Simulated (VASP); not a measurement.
Set up this calculation in VASP 6.6.1, as the native input.

* Task: single point
* Functional: r2SCAN
* Potentials or basis: VASP PAW PBE potentials, release 64 (Ga_d)
* Cutoff: 520 eV
* k mesh: 13 × 13 × 10
* Occupations: fermi-dirac, width 0.05 eV
* Spin: no spin polarisation
* Dipole correction: no
* Further INCAR settings: ALGO = Normal; EDIFF = 1e-06; NBANDS = 20

Crystal: Ga.

```
Ga
1.0
     1.37923   -3.96506    0.02251
     1.37923    3.96506    0.02251
    -0.06293    0.00000    3.31788
Ga
2
Direct
  0.86582 0.13418 0.25000
  0.13418 0.86582 0.75000
```

These files were run (other wordings do the same):

POSCAR

```
Ga
1.0
    1.3792299136     -3.9650598349      0.0225074878
    1.3792299136      3.9650598349      0.0225074878
   -0.0629347447      0.0000000000      3.3178803193
Ga
2
Direct
    0.8658225691      0.1341774309      0.2500000000
    0.1341774309      0.8658225691      0.7500000000
```

INCAR.step1

```
SYSTEM = Ga
ALGO = Normal ; EDIFF = 1E-4
ENCUT = 520 ; GGA = PE
ISMEAR = -1 ; LASPH = .True.
LCHARG = .False. ; LREAL = .False.
LWAVE = .True. ; NBANDS = 20
NELM = 100 ; PREC = Accurate
SIGMA = 0.05
```

INCAR.step2

```
SYSTEM = Ga
ALGO = Normal ; EDIFF = 1E-6
ENCUT = 520 ; ISIF = 2
ISMEAR = -1 ; ISTART = 1
LASPH = .True. ; LCHARG = .False.
LMIXTAU = .True. ; LREAL = .False.
LWAVE = .False. ; METAGGA = R2SCAN
NBANDS = 20 ; NELM = 100
PREC = Accurate ; SIGMA = 0.05
```

KPOINTS

```
k-points
0
Gamma
  13 13 10
  0 0 0
```

Potentials or basis: VASP PAW PBE potentials, release 64 (Ga_d).

Run with:

```sh
$ cat potpaw_PBE.64/Ga_d/POTCAR > POTCAR
$ cp INCAR.step1 INCAR
$ mpirun -np 1 vasp_std > vasp.out
$ cp INCAR.step2 INCAR
$ mpirun -np 1 vasp_std > vasp.out
```

It gave:

```yaml
Pressure: 0.0 GPa
Band_gap_on_the_k_mesh: zero (band 13 reaches 9.85 eV, above the bottom of band 14 at 1.22 eV)
```

Caveat: the PAW data sets were made with another functional, which shifts forces and pressure a little.

Run time: 6.6 min on 1 thread of Intel(R) Xeon(R) 6975P-C (Granite Rapids) (shared host), peak memory 0.38 GiB.
